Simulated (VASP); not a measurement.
# ZnGaC4N4 (P-43m) in VASP: a series of runs

The runs below take ZnGaC4N4 through single point, with PBE.

All numbers are computed with VASP 6.6.1; they aren't measurements. Logs are shortened: lines on timing, memory, paths and dates and some standing lists are left out, and cuts for length are marked.

### 1 The cell of the first run

The structure is cubic, space group P-43m (No. 215). Conventional cell: a = 5.858 Å, b = 5.858 Å, c = 5.858 Å, α = 90.00°, β = 90.00°, γ = 90.00°. Within 2.7 Å of Zn (site symmetry -43m) lie 4 N at 2.01 Å. Ga (site symmetry -43m) has 4 C at 1.90 Å within 2.5 Å. Within 1.6 Å of C (site symmetry 3m) lie 1 N at 1.17 Å. Within 1.6 Å of N (site symmetry 3m) lie 1 C at 1.17 Å.

### 2 Single point, PBE, collinear spin, ferromagnetic start

INCAR

```
PREC = Accurate
ENCUT = 520
EDIFF = 1E-6
ISMEAR = 0
SIGMA = 0.1
LREAL = False
LASPH = True
NELM = 150
ALGO = Normal
ISIF = 2
LWAVE = False
LCHARG = False
ISPIN = 2
MAGMOM = 0 0 1 1 1 1 1 1 1 1
LORBIT = 11
GGA = PE
NBANDS = 46
```

KPOINTS

```
Automatic mesh
0
Gamma
  4 4 4
```

POSCAR

```
ZnGaC4N4
1.0
    5.8583731800      0.0000000000      0.0000000000
    0.0000000000      5.8583731800      0.0000000000
    0.0000000000      0.0000000000      5.8583731800
Zn Ga C N
1 1 4 4
Direct
    0.5000000000      0.5000000000      0.5000000000
    0.0000000000      0.0000000000      0.0000000000
    0.1868532600      0.1868532600      0.1868532600
    0.1868532600      0.8131467400      0.8131467400
    0.8131467400      0.1868532600      0.8131467400
    0.8131467400      0.8131467400      0.1868532600
    0.3021582700      0.3021582700      0.3021582700
    0.3021582700      0.6978417300      0.6978417300
    0.6978417300      0.3021582700      0.6978417300
    0.6978417300      0.6978417300      0.3021582700
```

Potentials or basis: VASP PAW PBE potentials, release 64 (Zn, Ga_d, C, N).

On the command line:

```sh
$ cat potpaw_PBE.64/Zn/POTCAR potpaw_PBE.64/Ga_d/POTCAR potpaw_PBE.64/C/POTCAR potpaw_PBE.64/N/POTCAR > POTCAR
$ mpirun -np 1 vasp_std > vasp.out
```

OUTCAR:

```text
PREC = Accurate
   ENCUT = 520
   EDIFF = 1E-6
   ISMEAR = 0
   LREAL = False
   LASPH = True
   NELM = 150
   ISIF = 2
   ISPIN = 2
   LORBIT = 11
   GGA = PE

 ion  position               nearest neighbor table
   1  0.500  0.500  0.500-   7 2.01   8 2.01   9 2.01  10 2.01
   2  0.000  0.000  0.000-   3 1.90   4 1.90   5 1.90   6 1.90
   3  0.187  0.187  0.187-   7 1.17   2 1.90
   4  0.187  0.813  0.813-   8 1.17   2 1.90
   5  0.813  0.187  0.813-   9 1.17   2 1.90
   6  0.813  0.813  0.187-  10 1.17   2 1.90
   7  0.302  0.302  0.302-   3 1.17   1 2.01
   8  0.302  0.698  0.698-   4 1.17   1 2.01
   9  0.698  0.302  0.698-   5 1.17   1 2.01
  10  0.698  0.698  0.302-   6 1.17   1 2.01

  LATTYP: Found a simple cubic cell.
 ALAT       =     5.8583731800

  Lattice vectors:

 A1 = (   5.8583731800,   0.0000000000,   0.0000000000)
 A2 = (   0.0000000000,   5.8583731800,   0.0000000000)
 A3 = (   0.0000000000,   0.0000000000,   5.8583731800)

Analysis of symmetry for initial positions (statically):
=====================================================================
 Subroutine PRICEL returns:
 Original cell was already a primitive cell.

 Routine SETGRP: Setting up the symmetry group for a
 simple cubic supercell.

 Subroutine GETGRP returns: Found 24 space group operations
 (whereof 24 operations were pure point group operations)
 out of a pool of 48 trial point group operations.

The static configuration has the point symmetry T_d .

Analysis of symmetry for dynamics (positions and initial velocities):
=====================================================================
 Subroutine PRICEL returns:
 Original cell was already a primitive cell.

 Routine SETGRP: Setting up the symmetry group for a
 simple cubic supercell.

 Subroutine GETGRP returns: Found 24 space group operations
 (whereof 24 operations were pure point group operations)
 out of a pool of 48 trial point group operations.

The dynamic configuration has the point symmetry T_d .

Analysis of structural, dynamic, and magnetic symmetry:
=====================================================================
 Subroutine PRICEL returns:
 Original cell was already a primitive cell.

 Routine SETGRP: Setting up the symmetry group for a
 simple cubic supercell.

 Subroutine GETGRP returns: Found 24 space group operations
 (whereof 24 operations were pure point group operations)
 out of a pool of 48 trial point group operations.

The overall configuration has the point symmetry T_d .

 Subroutine INISYM returns: Found 24 space group operations
 (whereof 24 operations are pure point group operations),
 and found     1 'primitive' translations

----------------------------------------------------------------------------------------

                                     Primitive cell

  volume of cell :     201.0625

  direct lattice vectors                    reciprocal lattice vectors
     5.858373180  0.000000000  0.000000000     0.170695852  0.000000000  0.000000000
     0.000000000  5.858373180  0.000000000     0.000000000  0.170695852  0.000000000
     0.000000000  0.000000000  5.858373180     0.000000000  0.000000000  0.170695852

  length of vectors
     5.858373180  5.858373180  5.858373180     0.170695852  0.170695852  0.170695852

  position of ions in fractional coordinates (direct lattice)
     0.500000000  0.500000000  0.500000000
     0.000000000  0.000000000  0.000000000
     0.186853260  0.186853260  0.186853260
     0.186853260  0.813146740  0.813146740
     0.813146740  0.186853260  0.813146740
     0.813146740  0.813146740  0.186853260
     0.302158270  0.302158270  0.302158270
     0.302158270  0.697841730  0.697841730
     0.697841730  0.302158270  0.697841730
     0.697841730  0.697841730  0.302158270

  ion indices of the primitive-cell ions
   primitive index   ion index
                 1           1
                 2           2
                 3           3
                 4           4
                 5           5
                 6           6
                 7           7
                 8           8
                 9           9
                10          10

----------------------------------------------------------------------------------------

 KPOINTS: Automatic mesh

Automatic generation of k-mesh.
 Grid dimensions read from file:
 generate k-points for:    4    4    4

 Generating k-lattice:

  Cartesian coordinates                     Fractional coordinates (reciprocal lattice)
     0.042673963  0.000000000  0.000000000     0.250000000  0.000000000  0.000000000
     0.000000000  0.042673963  0.000000000     0.000000000  0.250000000  0.000000000
     0.000000000  0.000000000  0.042673963     0.000000000  0.000000000  0.250000000

  Length of vectors
     0.042673963  0.042673963  0.042673963

  Shift w.r.t. Gamma in fractional coordinates (k-lattice)
     0.000000000  0.000000000  0.000000000

 Subroutine IBZKPT returns following result:
 ===========================================

 Found     10 irreducible k-points:

 Following reciprocal coordinates:
            Coordinates               Weight
  0.000000  0.000000  0.000000      1.000000
  0.250000  0.000000  0.000000      6.000000
  0.500000  0.000000  0.000000      3.000000
  0.250000  0.250000  0.000000     12.000000
  0.500000  0.250000  0.000000     12.000000
  0.500000  0.500000  0.000000      3.000000
  0.250000  0.250000  0.250000      8.000000
  0.500000  0.250000  0.250000     12.000000
  0.500000  0.500000  0.250000      6.000000
  0.500000  0.500000  0.500000      1.000000
   k-points           NKPTS =     10   k-points in BZ     NKDIM =     10   number of bands    NBANDS=     46
   number of dos      NEDOS =    301   number of ions     NIONS =     10
   total plane-waves  NPLWV = 110592
   dimension x,y,z NGX =    48 NGY =   48 NGZ =   48
   dimension x,y,z NGXF=    96 NGYF=   96 NGZF=   96
   ions per type =               1   1   4   4
   NGX,Y,Z   is equivalent  to a cutoff of  13.62, 13.62, 13.62 a.u.
   NGXF,Y,Z  is equivalent  to a cutoff of  27.24, 27.24, 27.24 a.u.
 SYSTEM =  unknown system
   PREC   = accura    normal or accurate (medium, high low for compatibility)
   ISTART =      0    job   : 0-new  1-cont  2-samecut
   ICHARG =      2    charge: 1-file 2-atom 10-const
   ISPIN  =      2    spin polarized calculation?
   LNONCOLLINEAR =      F non collinear calculations
   LSORBIT =      F    spin-orbit coupling
   LASPH  =      T    aspherical Exc in radial PAW
   ENCUT  =  520.0 eV  38.22 Ry    6.18 a.u.  10.89 10.89 10.89*2*pi/ulx,y,z
   NELM   =    150;   NELMIN=  2; NELMDL= -5     # of ELM steps
   EDIFF  = 0.1E-05   stopping-criterion for ELM
   LREAL  =      F    real-space projection
   EDIFFG = 0.1E-04   stopping-criterion for IOM
   NSW    =      0    number of steps for IOM
   IBRION =     -1    ionic relax: 0-MD 1-quasi-New 2-CG
   NFREE  =      0    steps in history (QN), initial steepest desc. (CG)
   ISIF   =      2    stress and relaxation
   ISYM   =      2    0-nonsym 1-usesym 2-fastsym
   POTIM  = 0.5000    time-step for ionic-motion
   TEBEG  =    0.0;   TEEND  =   0.0 temperature during run
   PSTRESS=    0.0 pullay stress
   NELECT =      61.0000    total number of electrons
   NUPDOWN=      -1.0000    fix difference up-down
   EMIN   =  10.00;   EMAX   =-10.00  energy-range for DOS
   EFERMI =   0.00;   METHOD = LEGACY
   ISMEAR =     0;   SIGMA  =   0.10  broadening in eV -4-tet -1-fermi 0-gaus
   EFERMI_NEDOS =   21; number of points for ismear=-14 and -15
   IALGO  =     38    algorithm
   IMIX   =      4    mixing-type and parameters
     AMIX     =   0.40;   BMIX     =  1.00
     AMIX_MAG =   1.60;   BMIX_MAG =  1.00
  volume/ion in A,a.u.               =      20.11       135.68
  Fermi-wavevector in a.u.,A,eV,Ry     =   1.100038  2.078771 16.464191  1.210084
  Thomas-Fermi vector in A             =   2.236443
   LORBIT       =     11    0 simple, 1 ext, 2 COOP (PROOUT), +10 PAW based schemes
   GGA     = PE    functional components
   LHFCALC =     F    Hartree Fock is set to
   AEXX    =    0.0000 exact exchange contribution
   IVDW    =     0    specifies the selected vdW correction
   LEPSILON=     F    determine dielectric tensor
   LRPA    =     F    only Hartree local field effects (RPA)
 spin polarized calculation
 Gauss-broadening in eV      SIGMA  =   0.10
  energy-cutoff  :      520.00
  volume of cell :      201.06
 maximum number of plane-waves:      5452
 NGX is ok and might be reduce to    48
   NGX = 21   NGY = 21   NGZ = 21

 number of electron      60.9999978 magnetization       0.7356356

 Free energy of the ion-electron system (eV)
  ---------------------------------------------------
  ext. energy  EPLUGINS =         0.00000000
  ---------------------------------------------------
  free energy    TOTEN  =       -69.75682231 eV

  energy without entropy =      -69.71627950  energy(sigma->0) =      -69.73655091

 E-fermi :   1.9592     XC(G=0):  -7.2510

 val. band max:        1.9109542404   @ k =   0.2500   0.0000   0.0000
 cond. band min:       1.9592684030   @ k =   0.0000   0.0000   0.0000
 fundamental gap:      0.0483141627
 Fermi energy:         1.9592012936

 spin component 1

 k-point     1 :       0.0000    0.0000    0.0000
  band No.  band energies     occupation
      1     -18.8267      1.00000
      2     -18.6852      1.00000
      3     -18.6852      1.00000
      4     -18.6852      1.00000
      5     -15.6037      1.00000
      6     -15.6037      1.00000
[... 34 lines left out ...]
     41       7.1460      0.00000
     42       7.6584      0.00000
[... 363 lines left out ...]
      1     -18.7694      1.00000
      2     -18.7025      1.00000
      3     -18.7025      1.00000
      4     -18.7025      1.00000
      5     -15.6033      1.00000
      6     -15.6033      1.00000
[... 34 lines left out ...]
     41       5.9533      0.00000
     42       5.9533      0.00000
 Fermi energy:         1.9592012936

 spin component 2

 k-point     1 :       0.0000    0.0000    0.0000
  band No.  band energies     occupation
      1     -18.7724      1.00000
      2     -18.6328      1.00000
      3     -18.6328      1.00000
      4     -18.6328      1.00000
      5     -15.5817      1.00000
      6     -15.5817      1.00000
[... 34 lines left out ...]
     41       7.2767      0.00000
     42       7.7232      0.00000
[... 363 lines left out ...]
      1     -18.7150      1.00000
      2     -18.6501      1.00000
      3     -18.6501      1.00000
      4     -18.6501      1.00000
      5     -15.5814      1.00000
      6     -15.5814      1.00000
[... 34 lines left out ...]
     41       6.0257      0.00000
     42       6.0257      0.00000
 [bands above 42 left out]

------------------------ aborting loop because EDIFF is reached ----------------------------------------

  FORCE on cell =-STRESS in cart. coord.  units (eV):
  Direction    XX          YY          ZZ          XY          YZ          ZX
  --------------------------------------------------------------------------------------
  -------------------------------------------------------------------------------------
  Total        2.7394138      2.7394138      2.7394138     -0.0000000      0.0000000      0.0000000
  in kB       21.8291653     21.8291653     21.8291653     -0.0000000      0.0000000      0.0000000
  external PRESSURE =      21.8291653 kB  Pullay stress =       0.0000000 kB

 VOLUME and BASIS-vectors are now :
 -----------------------------------------------------------------------------
  energy-cutoff  :      520.00
  volume of cell :      201.06
      direct lattice vectors                 reciprocal lattice vectors
     5.858373180  0.000000000  0.000000000     0.170695852  0.000000000  0.000000000
     0.000000000  5.858373180  0.000000000     0.000000000  0.170695852  0.000000000
     0.000000000  0.000000000  5.858373180     0.000000000  0.000000000  0.170695852

 POSITION                                       TOTAL-FORCE (eV/Angst)
 -----------------------------------------------------------------------------------
      2.92919      2.92919      2.92919        -0.000000      0.000000      0.000000
      0.00000      0.00000      0.00000        -0.000000      0.000000      0.000000
      1.09466      1.09466      1.09466         0.419533      0.419533      0.419533
      1.09466      4.76372      4.76372         0.419533     -0.419533     -0.419533
      4.76372      1.09466      4.76372        -0.419533      0.419533     -0.419533
      4.76372      4.76372      1.09466        -0.419533     -0.419533      0.419533
      1.77016      1.77016      1.77016         0.542248      0.542248      0.542248
      1.77016      4.08822      4.08822         0.542248     -0.542248     -0.542248
      4.08822      1.77016      4.08822        -0.542248      0.542248     -0.542248
      4.08822      4.08822      1.77016        -0.542248     -0.542248      0.542248
 -----------------------------------------------------------------------------------
    total drift:                                0.000000      0.000000      0.000000

  FREE ENERGIE OF THE ION-ELECTRON SYSTEM (eV)
  ---------------------------------------------------
  free  energy   TOTEN  =       -69.7568223137 eV

  energy  without entropy=      -69.7162795033  energy(sigma->0) =      -69.73655091

 total charge

# of ion       s       p       d       tot
------------------------------------------
    1        0.414   0.490   9.855  10.759
    2        0.791   1.130  10.167  12.088
    3        0.947   1.677   0.000   2.625
    4        0.947   1.677   0.000   2.625
    5        0.947   1.677   0.000   2.625
    6        0.947   1.677   0.000   2.625
    7        1.294   2.581   0.000   3.875
    8        1.294   2.581   0.000   3.875
    9        1.294   2.581   0.000   3.875
   10        1.294   2.581   0.000   3.875
--------------------------------------------------
tot         10.171  18.652  20.022  48.845

 magnetization (x)

# of ion       s       p       d       tot
------------------------------------------
    1        0.000   0.008   0.008   0.016
    2       -0.003   0.015   0.030   0.042
    3        0.006   0.035   0.000   0.041
    4        0.006   0.035   0.000   0.041
    5        0.006   0.035   0.000   0.041
    6        0.006   0.035   0.000   0.041
    7        0.002   0.030   0.000   0.032
    8        0.002   0.030   0.000   0.032
    9        0.002   0.030   0.000   0.032
   10        0.002   0.030   0.000   0.032
--------------------------------------------------
tot          0.029   0.284   0.038   0.351
```

Run time: 8.3 min. Hardware: 1 thread of Intel Xeon 8259CL, shared host; peak memory 0.49 GiB.

Results:

| Property | Result |
| --- | --- |
| Free energy | -69.7568 eV |
| Pressure | 2.2 GPa |
| Largest force | 0.939 eV/Å |
| Net moment | 0.74 μB per cell |
| Site moments | Zn +0.02; Ga +0.04; C +0.04; N +0.03 μB |
| Valence electrons inside the program's atomic spheres | Zn 10.76; Ga 12.09; C 2.62; N 3.88 |

Forces in eV/Å, atoms in the order of the input:
```
Zn   0.000  0.000  0.000
Ga   0.000  0.000  0.000
C    0.420  0.420  0.420
C    0.420 -0.420 -0.420
C   -0.420  0.420 -0.420
C   -0.420 -0.420  0.420
N    0.542  0.542  0.542
N    0.542 -0.542 -0.542
N   -0.542  0.542 -0.542
N   -0.542 -0.542  0.542
```

Levels at points of the mesh, in eV from the Fermi level:
Spin up:
| k point | band 26 | band 27 | band 28 | band 29 | band 30 | band 31 | band 32 | band 33 | band 34 | band 35 |
| --- | --- | --- | --- | --- | --- | --- | --- | --- | --- | --- |
| (0.00, 0.00, 0.00) | -6.59 | -6.59 | -6.46 | -6.46 | -6.46 | -0.16 | -0.16 | -0.16 | 0.65 | 0.65 |
| (0.50, 0.00, 0.00) | -6.57 | -6.53 | -6.47 | -6.06 | -6.06 | 0.01 | 0.01 | 0.15 | 0.42 | 0.93 |
| (0.50, 0.50, 0.00) | -6.56 | -6.56 | -6.38 | -6.10 | -6.10 | 0.15 | 0.36 | 0.36 | 0.36 | 1.03 |
| (0.50, 0.50, 0.50) | -6.49 | -6.49 | -6.45 | -6.45 | -6.45 | 0.31 | 0.31 | 0.31 | 0.70 | 0.70 |
Spin down:
```csv
k point,band 28,band 29,band 30,band 31,band 32,band 33
"(0.00, 0.00, 0.00)",-6.37,-6.37,-6.37,0.00,0.00,0.00
"(0.50, 0.00, 0.00)",-6.38,-5.98,-5.98,0.18,0.18,0.32
"(0.50, 0.50, 0.00)",-6.29,-6.03,-6.03,0.32,0.51,0.52
"(0.50, 0.50, 0.50)",-6.35,-6.35,-6.35,0.48,0.48,0.48
```

Caveat: a moment this small can come from the mesh or the smearing.

(Continued in part 2 of 2.)
